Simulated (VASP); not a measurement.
Input of a VASP 6.6.1 run:

File INCAR:

```
PREC = Accurate
ENCUT = 600
EDIFF = 1E-6
ISMEAR = 0
SIGMA = 0.1
LREAL = False
LASPH = True
NELM = 80
ALGO = Normal
ISIF = 3
LWAVE = False
LCHARG = False
GGA = PS
IBRION = 2
NSW = 100
EDIFFG = -0.05
```

Contents of KPOINTS:

```
regular mesh
0
Gamma
  8 8 8
```

The input POSCAR:

```
TiB
1.0
    0.0000000000      2.1010000000      2.1010000000
    2.1010000000      0.0000000000      2.1010000000
    2.1010000000      2.1010000000      0.0000000000
Ti B
1 1
Direct
    0.7500000000      0.7500000000      0.7500000000
    0.0000000000      0.0000000000      0.0000000000
```

Potentials or basis: VASP PAW PBE potentials, release 64 (Ti_sv, B).

Command:

```bash
$ cat potpaw_PBE.64/Ti_sv/POTCAR potpaw_PBE.64/B/POTCAR > POTCAR
$ mpirun -np 1 vasp_std > vasp.out
```

What does it give for the relaxed cell?

a = 3.467 Å, b = 3.467 Å, c = 3.467 Å, α = 60.00°, β = 60.00°, γ = 60.00°.

Predict the relaxed volume.

14.74 Å³/atom.

What does it give for the space group after relaxing (to 0.05 Å)?

F-43m (No. 216).

Final structure:
```xyz
2
Lattice="0.0000 2.4519 2.4519 2.4519 0.0000 2.4519 2.4519 2.4519 0.0000" Properties=species:S:1:pos:R:3 pbc="T T T"
Ti    3.6778    3.6778    3.6778
B     0.0000    0.0000    0.0000
```

Caveat: the volume moved by over 15 % at a fixed basis, so the end points are rough; the PAW data sets were made with another functional, which shifts forces and pressure a little; the volume moved by +59 % from the deposited cell, more than functionals usually miss. Zero-point motion and thermal expansion aren't in these numbers.
